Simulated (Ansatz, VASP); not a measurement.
One calculation of SnO, two programs

The input INCAR:

```
SYSTEM = SnO
PREC = Accurate ; ENCUT = 520
EDIFF = 1E-6 ; ISMEAR = 0
SIGMA = 0.05 ; LREAL = .FALSE.
LASPH = .TRUE. ; NELM = 60
ALGO = Normal ; ISIF = 2
LWAVE = .FALSE. ; LCHARG = .FALSE.
GGA = PE ; NBANDS = 28
```

File KPOINTS:

```
Automatic mesh
0
G
  10 10 8
  0 0 0
```

The input POSCAR:

```
SnO
1.0
    3.8681707514      0.0000000000      0.0000000000
    0.0000000000      3.8681707514      0.0000000000
    0.0000000000      0.0000000000      5.0672768981
Sn O
2 2
Direct
    0.0000000000      0.5000000000      0.2287361932
    0.5000000000      0.0000000000      0.7712638068
    0.0000000000      0.0000000000      0.0207211885
    0.5000000000      0.5000000000     -0.0207211885
```

Input for Ansatz:

```yaml
crystal:
  lattice:
    - [3.8681707514, 0.0, 0.0]
    - [0.0, 3.8681707514, 0.0]
    - [0.0, 0.0, 5.0672768981]
  atoms:
    - { symbol: Sn, position: [0.0, 0.5, 0.2287361932] }
    - { symbol: Sn, position: [0.5, 0.0, 0.7712638068] }
    - { symbol: O, position: [0.0, 0.0, 0.0207211885] }
    - { symbol: O, position: [0.5, 0.5, -0.0207211885] }
basis:
  ecutwfc: 420
kpoints:
  mp_grid: { grid: [10, 10, 8] }
hamiltonian:
  xc: pbe
scf:
  occupations: { method: gaussian, width: 0.05 }
output:
  forces: true
  stress: true
  eigenvalues: true
```

Change from the starting cell: mode 9 (326.6 1/cm) frozen in, largest displacement +0.105 Å.

Alike in both runs: task single point; functional PBE; k mesh 10 × 10 × 8; occupations gaussian, width 0.05 eV; no spin polarisation.

|  | VASP | Ansatz |
| --- | --- | --- |
| version | VASP 6.6.1 | Ansatz 0.2.0 |
| potentials or method | VASP PAW PBE potentials, release 64 (Sn_d, O), cutoff 520 eV | scalar-relativistic, plane waves, PAW |
| valence electrons in the cell | 40 | 40 |

```csv
,VASP,Ansatz,Ansatz less VASP
gap on the k mesh at the Fermi level (eV),0.49,0.48,-0.006
least direct gap on the mesh (eV),1.94,1.96,+0.029
pressure (GPa),0.5,0.3,-0.18
"traceless stress, the component that is largest in VASP (GPa)",2.79,2.66,-0.126
rms of the force components (eV/Å),0.286,0.273,-0.0126
```

Atom by atom the forces differ by 0.032 eV/Å (rms over components).
